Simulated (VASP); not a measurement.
Write the native input for VASP 6.6.1 that does the following.

- Task: single point
- Functional: LDA
- Potentials or basis: VASP PAW LDA potentials, release 64 (Mg, O)
- Cutoff: 520 eV
- k mesh: 9 × 9 × 8
- Occupations: gaussian, width 0.05 eV
- Spin: no spin polarisation
- Dipole correction: no
- Further INCAR settings: ALGO = Normal; EDIFF = 1e-06; NBANDS = 11

The structure of MgO lies in POSCAR:

```
MgO
1.0
    3.0261615305      0.0000000000      0.0000000000
   -1.5130807653      2.6207327614      0.0000000000
    0.0000000000      0.0000000000      2.6394848000
Mg O
1 1
Direct
    0.0000000000      0.0000000000      0.0000000000
    0.3333333333      0.6666666667      0.5000000000
```

This cell differs from its parent crystal: strain +0.030 along x and y, -0.015 along z.

One way to write it, as run:

INCAR

```
SYSTEM = MgO
PREC     = Accurate       ! precision mode
ENCUT    = 520            ! plane-wave cutoff, eV
EDIFF    = 1E-6           ! SCF threshold, eV
ISMEAR   = 0              ! smearing method
SIGMA    = 0.05           ! smearing width, eV
LREAL    = .False.        ! projectors in reciprocal space
LASPH    = .True.         ! aspherical terms in the spheres
NELM     = 80             ! most SCF steps
ALGO     = Normal         ! electronic algorithm
ISIF     = 2              ! what is computed and relaxed
LWAVE    = .False.        ! write WAVECAR
LCHARG   = .False.        ! write CHGCAR
NBANDS   = 11             ! bands
```

KPOINTS

```
regular mesh
0
Gamma
  9 9 8
  0 0 0
```

Potentials or basis: VASP PAW LDA potentials, release 64 (Mg, O).

The run is started by

```bash
$ cat potpaw_LDA.64/Mg/POTCAR potpaw_LDA.64/O/POTCAR > POTCAR
$ mpirun -np 1 vasp_std > vasp.out
```

It gave:

```yaml
Pressure: -14.7 GPa
Band_gap_on_the_k_mesh: 2.33 eV, indirect (least direct gap 2.65 eV)
```

Caveat: the cell differs from its parent crystal (strain +0.030 along x and y, -0.015 along z).

Run time: 29 s on 1 thread of AMD EPYC 7R13, on a shared host, peak memory 0.1 GiB.
